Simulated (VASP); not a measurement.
# PbS (P-6m2) in VASP: a series of runs

The runs below take PbS through single point, with LDA.

Everything below comes from runs of VASP 6.6.1. Logs are shortened: lines on timing, memory, paths and dates and some standing lists are left out, and cuts for length are marked.

## 1. The cell of the first run

Symmetry: P-6m2, No. 187, hexagonal system. Conventional cell: a = 4.123 Å, b = 4.123 Å, c = 3.819 Å, α = 90.00°, β = 90.00°, γ = 120.00°. Within 4.0 Å of Pb (site symmetry -6m2) lie 6 S at 3.05 Å and 2 Pb at 3.82 Å. S (site symmetry -6m2) has 6 Pb at 3.05 Å and 2 S at 3.82 Å within 4.0 Å.

## 2. Single point, LDA

The input, INCAR:

```
SYSTEM = PbS
PREC = Accurate
ENCUT = 520
EDIFF = 1E-7
ISMEAR = -1
SIGMA = 0.05
LREAL = .False.
LASPH = .True.
NELM = 100
ALGO = Normal
ISIF = 2
LWAVE = .False.
LCHARG = .True.
GGA = CA
LELF = .True.
LVHAR = .True.
NBANDS = 17
```

The input, KPOINTS:

```
Automatic mesh
0
Gamma
  6 6 6
  0 0 0
```

The input, POSCAR:

```
PbS
1.0
    4.1234986898      0.0000000000      0.0000000000
   -2.0617493449      3.5710542531      0.0000000000
    0.0000000000      0.0000000000      3.8194755851
Pb S
1 1
Direct
    0.0000000000      0.0000000000      0.0000000000
    0.6666666667      0.3333333333      0.5000000000
```

Potentials or basis: VASP PAW LDA potentials, release 64 (Pb_d, S).

Command:

```sh
cat potpaw_LDA.64/Pb_d/POTCAR potpaw_LDA.64/S/POTCAR > POTCAR
mpirun -np 1 vasp_std > vasp.out
```

OUTCAR:

```text
SYSTEM = PbS
   PREC = Accurate
   ENCUT = 520
   EDIFF = 1E-7
   ISMEAR = -1
   LREAL = .False.
   LASPH = .True.
   NELM = 100
   ISIF = 2
   GGA = CA

 ion  position               nearest neighbor table
   1  0.000  0.000  0.000-   2 3.05   2 3.05   2 3.05   2 3.05   2 3.05   2 3.05
   2  0.667  0.333  0.500-   1 3.05   1 3.05   1 3.05   1 3.05   1 3.05   1 3.05

  LATTYP: Found a hexagonal cell.
 ALAT       =     4.1234986898
 C/A-ratio  =     0.9262705951

  Lattice vectors:

 A1 = (   4.1234986898,   0.0000000000,   0.0000000000)
 A2 = (  -2.0617493449,   3.5710542531,   0.0000000000)
 A3 = (   0.0000000000,   0.0000000000,   3.8194755851)

Analysis of symmetry for initial positions (statically):
=====================================================================
 Subroutine PRICEL returns:
 Original cell was already a primitive cell.

 Routine SETGRP: Setting up the symmetry group for a
 hexagonal supercell.

 Subroutine GETGRP returns: Found 12 space group operations
 (whereof 12 operations were pure point group operations)
 out of a pool of 24 trial point group operations.

The static configuration has the point symmetry D_3h.

Analysis of symmetry for dynamics (positions and initial velocities):
=====================================================================
 Subroutine PRICEL returns:
 Original cell was already a primitive cell.

 Routine SETGRP: Setting up the symmetry group for a
 hexagonal supercell.

 Subroutine GETGRP returns: Found 12 space group operations
 (whereof 12 operations were pure point group operations)
 out of a pool of 24 trial point group operations.

The dynamic configuration has the point symmetry D_3h.

 Subroutine INISYM returns: Found 12 space group operations
 (whereof 12 operations are pure point group operations),
 and found     1 'primitive' translations

----------------------------------------------------------------------------------------

                                     Primitive cell

  volume of cell :      56.2427

  direct lattice vectors                    reciprocal lattice vectors
     4.123498690  0.000000000  0.000000000     0.242512506  0.140014675  0.000000000
    -2.061749345  3.571054253  0.000000000     0.000000000  0.280029350  0.000000000
     0.000000000  0.000000000  3.819475585     0.000000000  0.000000000  0.261816047

  length of vectors
     4.123498690  4.123498374  3.819475585     0.280029328  0.280029350  0.261816047

  position of ions in fractional coordinates (direct lattice)
     0.000000000  0.000000000  0.000000000
     0.666666667  0.333333333  0.500000000

  ion indices of the primitive-cell ions
   primitive index   ion index
                 1           1
                 2           2

----------------------------------------------------------------------------------------

 KPOINTS: Automatic mesh

Automatic generation of k-mesh.
 Grid dimensions read from file:
 generate k-points for:    6    6    6

 Generating k-lattice:

  Cartesian coordinates                     Fractional coordinates (reciprocal lattice)
     0.040418751  0.023335779  0.000000000     0.166666667  0.000000000  0.000000000
     0.000000000  0.046671558  0.000000000     0.000000000  0.166666667  0.000000000
     0.000000000  0.000000000  0.043636008     0.000000000  0.000000000  0.166666667

  Length of vectors
     0.046671555  0.046671558  0.043636008

  Shift w.r.t. Gamma in fractional coordinates (k-lattice)
     0.000000000  0.000000000  0.000000000

 Subroutine IBZKPT returns following result:
 ===========================================

 Found     28 irreducible k-points:

 Following reciprocal coordinates:
            Coordinates               Weight
  0.000000  0.000000  0.000000      1.000000
  0.166667  0.000000  0.000000      6.000000
  0.333333  0.000000  0.000000      6.000000
  0.500000  0.000000  0.000000      3.000000
  0.166667  0.166667  0.000000      6.000000
  0.333333  0.166667  0.000000     12.000000
[... 16 lines left out ...]
  0.166667  0.000000  0.500000      6.000000
  0.333333  0.000000  0.500000      6.000000
 [... further k-points ...]
   k-points           NKPTS =     28   k-points in BZ     NKDIM =     28   number of bands    NBANDS=     17
   number of dos      NEDOS =    301   number of ions     NIONS =      2
   total plane-waves  NPLWV =  28672
   dimension x,y,z NGX =    32 NGY =   32 NGZ =   28
   dimension x,y,z NGXF=    64 NGYF=   64 NGZF=   56
   ions per type =               1   1
   NGX,Y,Z   is equivalent  to a cutoff of  12.90, 12.90, 12.19 a.u.
   NGXF,Y,Z  is equivalent  to a cutoff of  25.80, 25.80, 24.37 a.u.
 SYSTEM =  PbS
   PREC   = accura    normal or accurate (medium, high low for compatibility)
   ISTART =      0    job   : 0-new  1-cont  2-samecut
   ICHARG =      2    charge: 1-file 2-atom 10-const
   ISPIN  =      1    spin polarized calculation?
   LNONCOLLINEAR =      F non collinear calculations
   LSORBIT =      F    spin-orbit coupling
   LASPH  =      T    aspherical Exc in radial PAW
   ENCUT  =  520.0 eV  38.22 Ry    6.18 a.u.   7.67  7.67  7.10*2*pi/ulx,y,z
   NELM   =    100;   NELMIN=  2; NELMDL= -5     # of ELM steps
   EDIFF  = 0.1E-06   stopping-criterion for ELM
   LREAL  =      F    real-space projection
   EDIFFG = 0.1E-05   stopping-criterion for IOM
   NSW    =      0    number of steps for IOM
   IBRION =     -1    ionic relax: 0-MD 1-quasi-New 2-CG
   NFREE  =      0    steps in history (QN), initial steepest desc. (CG)
   ISIF   =      2    stress and relaxation
   ISYM   =      2    0-nonsym 1-usesym 2-fastsym
   POTIM  = 0.5000    time-step for ionic-motion
   TEBEG  =    0.0;   TEEND  =   0.0 temperature during run
   PSTRESS=    0.0 pullay stress
   NELECT =      20.0000    total number of electrons
   NUPDOWN=      -1.0000    fix difference up-down
   EMIN   =  10.00;   EMAX   =-10.00  energy-range for DOS
   EFERMI =   0.00;   METHOD = LEGACY
   ISMEAR =    -1;   SIGMA  =   0.05  broadening in eV -4-tet -1-fermi 0-gaus
   EFERMI_NEDOS =   21; number of points for ismear=-14 and -15
   IALGO  =     38    algorithm
   IMIX   =      4    mixing-type and parameters
     AMIX     =   0.40;   BMIX     =  1.00
     AMIX_MAG =   1.60;   BMIX_MAG =  1.00
  volume/ion in A,a.u.               =      28.12       189.77
  Fermi-wavevector in a.u.,A,eV,Ry     =   1.159835  2.191770 18.302786  1.345217
  Thomas-Fermi vector in A             =   2.296423
   LORBIT       =      0    0 simple, 1 ext, 2 COOP (PROOUT), +10 PAW based schemes
   GGA     = CA    functional components
   LHFCALC =     F    Hartree Fock is set to
   AEXX    =    0.0000 exact exchange contribution
   IVDW    =     0    specifies the selected vdW correction
   LEPSILON=     F    determine dielectric tensor
   LRPA    =     F    only Hartree local field effects (RPA)
 non-spin polarized calculation
  energy-cutoff  :      520.00
  volume of cell :       56.24
 maximum number of plane-waves:      1538
 NGX is ok and might be reduce to    32
   NGX = 15   NGY = 15   NGZ = 15

 number of electron      19.9999992 magnetization

 Free energy of the ion-electron system (eV)
  ---------------------------------------------------
  ext. energy  EPLUGINS =         0.00000000
  ---------------------------------------------------
  free energy    TOTEN  =        -9.64562393 eV

  energy without entropy =       -9.64490161  energy(sigma->0) =       -9.64526277

 E-fermi :   4.6845     XC(G=0):  -9.6811

 val. band max:        4.6496388409   @ k =   0.0000   0.0000   0.5000
 cond. band min:       4.7650382610   @ k =   0.3333   0.3333   0.0000
 fundamental gap:      0.1153994201
 Fermi energy:         4.6845418156

 k-point     1 :       0.0000    0.0000    0.0000
  band No.  band energies     occupation
      1     -12.1508      2.00000
      2     -12.1298      2.00000
      3     -12.1298      2.00000
      4     -12.0393      2.00000
      5     -12.0393      2.00000
      6      -8.2799      2.00000
[... 9 lines left out ...]
     16      15.5142      0.00000
     17      15.5144      0.00000

 k-point     2 :       0.1667    0.0000    0.0000
  band No.  band energies     occupation
      1     -12.1460      2.00000
      2     -12.1332      2.00000
      3     -12.1151      2.00000
      4     -12.0468      2.00000
      5     -12.0410      2.00000
      6      -8.0728      2.00000
[... 9 lines left out ...]
     16      14.5055      0.00000
     17      15.1736      0.00000

 k-point     3 :       0.3333    0.0000    0.0000
  band No.  band energies     occupation
      1     -12.1556      2.00000
      2     -12.1213      2.00000
      3     -12.0854      2.00000
      4     -12.0617      2.00000
      5     -12.0442      2.00000
      6      -7.5593      2.00000
[... 9 lines left out ...]
     16      15.3182      0.00000
     17      15.7116      0.00000

 k-point     4 :       0.5000    0.0000    0.0000
  band No.  band energies     occupation
      1     -12.1627      2.00000
      2     -12.1133      2.00000
      3     -12.0705      2.00000
      4     -12.0690      2.00000
      5     -12.0458      2.00000
      6      -7.2141      2.00000
[... 9 lines left out ...]
     16      15.6177      0.00000
     17      15.6641      0.00000
[... 343 lines left out ...]
      1     -12.1220      2.00000
      2     -12.1220      2.00000
      3     -12.0817      2.00000
      4     -12.0817      2.00000
      5     -12.0387      2.00000
      6      -7.1915      2.00000
[... 9 lines left out ...]
     16      13.3075      0.00000
     17      13.3075      0.00000

 k-point    23 :       0.1667    0.0000    0.5000
  band No.  band energies     occupation
      1     -12.1248      2.00000
      2     -12.1082      2.00000
      3     -12.1019      2.00000
      4     -12.0844      2.00000
      5     -12.0292      2.00000
      6      -7.0548      2.00000
[... 9 lines left out ...]
     16      13.4449      0.00000
     17      14.3982      0.00000

 k-point    24 :       0.3333    0.0000    0.5000
  band No.  band energies     occupation
      1     -12.1408      2.00000
      2     -12.1323      2.00000
      3     -12.0899      2.00000
      4     -12.0804      2.00000
      5     -12.0089      2.00000
      6      -6.7609      2.00000
[... 9 lines left out ...]
     16      15.1423      0.00000
     17      16.7451      0.00000

 [... further k-points ...]

------------------------ aborting loop because EDIFF is reached ----------------------------------------

  FORCE on cell =-STRESS in cart. coord.  units (eV):
  Direction    XX          YY          ZZ          XY          YZ          ZX
  --------------------------------------------------------------------------------------
  -------------------------------------------------------------------------------------
  Total       -1.8321698     -1.8321694     -2.1133388      0.0000000      0.0000000      0.0000000
  in kB      -52.1927591    -52.1927484    -60.2023799      0.0000000      0.0000000      0.0000000
  external PRESSURE =     -54.8626291 kB  Pullay stress =       0.0000000 kB

 VOLUME and BASIS-vectors are now :
 -----------------------------------------------------------------------------
  energy-cutoff  :      520.00
  volume of cell :       56.24
      direct lattice vectors                 reciprocal lattice vectors
     4.123498690  0.000000000  0.000000000     0.242512506  0.140014675  0.000000000
    -2.061749345  3.571054253  0.000000000     0.000000000  0.280029350  0.000000000
     0.000000000  0.000000000  3.819475585     0.000000000  0.000000000  0.261816047

 POSITION                                       TOTAL-FORCE (eV/Angst)
 -----------------------------------------------------------------------------------
      0.00000      0.00000      0.00000        -0.000000     -0.000000      0.000000
      2.06175      1.19035      1.90974         0.000000      0.000000      0.000000
 -----------------------------------------------------------------------------------
    total drift:                               -0.000000     -0.000000      0.000000

  FREE ENERGIE OF THE ION-ELECTRON SYSTEM (eV)
  ---------------------------------------------------
  free  energy   TOTEN  =        -9.6456239322 eV

  energy  without entropy=       -9.6449016126  energy(sigma->0) =       -9.64526277
```

Wall time 13 s (1 thread of Intel Xeon Platinum 8559C (Emerald Rapids), shared host); peak memory 0.16 GiB.

Results:

```
Free energy            : -9.6456 eV
Pressure               : -5.5 GPa
Band gap on the k mesh : zero (band 10 reaches 4.76 eV, above the bottom of band 11 at 4.29 eV)
```

Stress tensor (GPa, compression positive):
```
-5.22  0.00  0.00
 0.00 -5.22  0.00
 0.00  0.00 -6.02
```

Caveat: spin-orbit coupling is left out, which moves the levels of the heavy elements.

## 3. Single point, LDA

This run uses another cell than the first one, of 28.81 Å³/atom, 1.024 times its volume.

The input, INCAR:

```
ALGO     = Normal         # electronic algorithm
EDIFF    = 1E-6           # SCF threshold, eV
ENCUT    = 520            # plane-wave cutoff, eV
GGA      = CA             # functional
ISIF     = 2              # what is computed and relaxed
ISMEAR   = -1             # smearing method
LASPH    = True           # aspherical terms in the spheres
LCHARG   = False          # write CHGCAR
LREAL    = False          # projectors in reciprocal space
LWAVE    = False          # write WAVECAR
NBANDS   = 17             # bands
NELM     = 80             # most SCF steps
PREC     = Accurate       # precision mode
SIGMA    = 0.05           # smearing width, eV
```

The input, KPOINTS:

```
k-points
0
Gamma
  6 6 6
```

The input, POSCAR:

```
PbS
1.0
    4.1567541477      0.0000000000      0.0000000000
   -2.0783770738      3.5998543214      0.0000000000
    0.0000000000      0.0000000000      3.8502791378
Pb S
1 1
Direct
    0.0000000000      0.0000000000      0.0000000000
    0.6666666667      0.3333333333      0.5000000000
```

Potentials or basis: VASP PAW LDA potentials, release 64 (Pb_d, S).

Command:

```sh
cat potpaw_LDA.64/Pb_d/POTCAR potpaw_LDA.64/S/POTCAR > POTCAR
mpirun -np 1 vasp_std > vasp.out
```

It took 9.6 s on 1 thread of Intel Xeon Platinum 8559C (Emerald Rapids), shared host; peak memory 0.16 GiB.

The run converged. Its results:

- Free energy: -9.5954 eV
- Pressure: -6.4 GPa
- Band gap on the k mesh: zero (band 10 reaches 4.47 eV, above the bottom of band 11 at 4.11 eV)

Stress tensor (GPa, compression positive):
```
-5.97  0.00  0.00
 0.00 -5.97  0.00
 0.00  0.00 -7.12
```

Levels at points of the mesh, in eV from the Fermi level:
```
           k point  band 6  band 7  band 8  band 9  band 10  band 11  band 12  band 13  band 14  band 15
(0.00, 0.00, 0.00)  -12.76   -6.58   -1.96   -1.50    -1.50     3.34     3.34     5.31     6.09     6.79
(0.50, 0.00, 0.00)  -11.75   -8.33   -2.47   -1.77    -1.02     1.79     3.76     4.95     5.39    10.77
(0.00, 0.00, 0.50)  -11.72   -8.79   -0.94   -0.94    -0.04     0.74     3.66     3.66     8.20     8.20
(0.50, 0.00, 0.50)  -11.18   -7.38   -3.80   -3.78    -1.25     2.06     2.65     2.73     7.95    10.20
```

Caveat: spin-orbit coupling is left out, which moves the levels of the heavy elements.

## 4. Single point, LDA

This run uses another cell than the first one, of 29.49 Å³/atom, 1.049 times its volume.

The input, INCAR:

```
PREC = Accurate
ENCUT = 520
EDIFF = 1E-7
ISMEAR = -1
SIGMA = 0.05
LREAL = False
LASPH = True
NELM = 60
ALGO = Normal
ISIF = 2
LWAVE = False
LCHARG = False
GGA = CA
NBANDS = 17
```

The input, KPOINTS:

```
Automatic mesh
0
Gamma
  6 6 6
```

The input, POSCAR:

```
PbS
1.0
    4.1894858429      0.0000000000      0.0000000000
   -2.0947429215      3.6282007982      0.0000000000
    0.0000000000      0.0000000000      3.8805975447
Pb S
1 1
Direct
    0.0000000000      0.0000000000      0.0000000000
    0.6666666667      0.3333333333      0.5000000000
```

Command:

```sh
cat potpaw_LDA.64/Pb_d/POTCAR potpaw_LDA.64/S/POTCAR > POTCAR
mpirun -np 1 vasp_std > vasp.out
```

Wall time 13 s (1 thread of Intel Xeon Platinum 8559C (Emerald Rapids), shared host); peak memory 0.16 GiB.

It converged, with:

* Free energy: -9.5383 eV
* Pressure: -7.1 GPa
* Band gap on the k mesh: zero (band 10 reaches 4.18 eV, above the bottom of band 11 at 3.93 eV)

Stress tensor (GPa, compression positive):
```
-6.61  0.00  0.00
 0.00 -6.61  0.00
 0.00  0.00 -8.07
```

Levels at points of the mesh, in eV from the Fermi level:
| k point | band 8 | band 9 | band 10 | band 11 | band 12 | band 13 |
| --- | --- | --- | --- | --- | --- | --- |
| (0.00, 0.00, 0.00) | -1.85 | -1.41 | -1.41 | 3.34 | 3.34 | 5.39 |
| (0.50, 0.00, 0.00) | -2.34 | -1.71 | -0.94 | 1.79 | 3.74 | 4.87 |
| (0.00, 0.00, 0.50) | -0.85 | -0.85 | -0.05 | 0.75 | 3.63 | 3.63 |
| (0.50, 0.00, 0.50) | -3.64 | -3.63 | -1.16 | 2.10 | 2.66 | 2.76 |

Caveat: spin-orbit coupling is left out, which moves the levels of the heavy elements.

## 5. Single point, LDA

This run uses another cell than the first one, of 30.18 Å³/atom, 1.073 times its volume.

The input, INCAR:

```
ALGO     = Normal         # electronic algorithm
EDIFF    = 1E-7           # SCF threshold, eV
ENCUT    = 520            # plane-wave cutoff, eV
ISIF     = 2              # what is computed and relaxed
ISMEAR   = -1             # smearing method
LASPH    = T              # aspherical terms in the spheres
LCHARG   = T              # write CHGCAR
LELF     = T              # ELF
LREAL    = F              # projectors in reciprocal space
LVHAR    = T            
LWAVE    = F              # write WAVECAR
NBANDS   = 17             # bands
NELM     = 60             # most SCF steps
PREC     = Accurate       # precision mode
SIGMA    = 0.05           # smearing width, eV
```

The input, KPOINTS:

```
k-points
0
Gamma
  6 6 6
```

The input, POSCAR:

```
PbS
1.0
    4.2217139236      0.0000000000      0.0000000000
   -2.1108569618      3.6561111319      0.0000000000
    0.0000000000      0.0000000000      3.9104494681
Pb S
1 1
Direct
    0.0000000000      0.0000000000      0.0000000000
    0.6666666667      0.3333333333      0.5000000000
```

Command:

```sh
cat potpaw_LDA.64/Pb_d/POTCAR potpaw_LDA.64/S/POTCAR > POTCAR
mpirun -np 1 vasp_std > vasp.out
```

Wall time 16 s (1 thread of Intel Xeon Platinum 8559C (Emerald Rapids), shared host); peak memory 0.16 GiB.

The run converged. Its results:

```
Free energy            : -9.4753 eV
Pressure               : -7.7 GPa
Band gap on the k mesh : zero (band 10 reaches 3.92 eV, above the bottom of band 11 at 3.76 eV)
```

Stress tensor (GPa, compression positive):
```
-7.13  0.00  0.00
 0.00 -7.13  0.00
 0.00  0.00 -8.87
```

Levels at points of the mesh, in eV from the Fermi level:
| k point | band 7 | band 8 | band 9 | band 10 | band 11 | band 12 | band 13 | band 14 |
| --- | --- | --- | --- | --- | --- | --- | --- | --- |
| (0.00, 0.00, 0.00) | -6.64 | -1.77 | -1.33 | -1.33 | 3.33 | 3.33 | 5.45 | 5.85 |
| (0.50, 0.00, 0.00) | -8.15 | -2.24 | -1.66 | -0.88 | 1.76 | 3.71 | 4.78 | 5.49 |
| (0.00, 0.00, 0.50) | -8.57 | -0.79 | -0.79 | -0.07 | 0.75 | 3.58 | 3.58 | 8.25 |
| (0.50, 0.00, 0.50) | -7.31 | -3.50 | -3.50 | -1.09 | 2.11 | 2.65 | 2.77 | 7.85 |

Caveat: spin-orbit coupling is left out, which moves the levels of the heavy elements.

## 6. Summary

| cell | gap on the mesh (eV) | pressure (GPa) |
| --- | --- | --- |
| a = 4.123, b = 4.123, c = 3.819 Å, angles 90.0, 90.0, 120.0°, 2 atoms | none | -5.5 |
| a = 4.157, b = 4.157, c = 3.850 Å, angles 90.0, 90.0, 120.0°, 2 atoms | none | -6.4 |
| a = 4.189, b = 4.189, c = 3.881 Å, angles 90.0, 90.0, 120.0°, 2 atoms | none | -7.1 |
| a = 4.222, b = 4.222, c = 3.910 Å, angles 90.0, 90.0, 120.0°, 2 atoms | none | -7.7 |

Alike in all rows: task single point; level LDA; potentials or basis VASP PAW LDA potentials, release 64 (Pb_d, S); no spin polarisation; k mesh 6 × 6 × 6; cutoff (eV) 520; smearing fermi-dirac 0.05 eV.

Caveats: spin-orbit coupling is left out, which moves the levels of the heavy elements.

Total energies depend on the potentials used, so only differences within one code and one set of settings carry meaning.
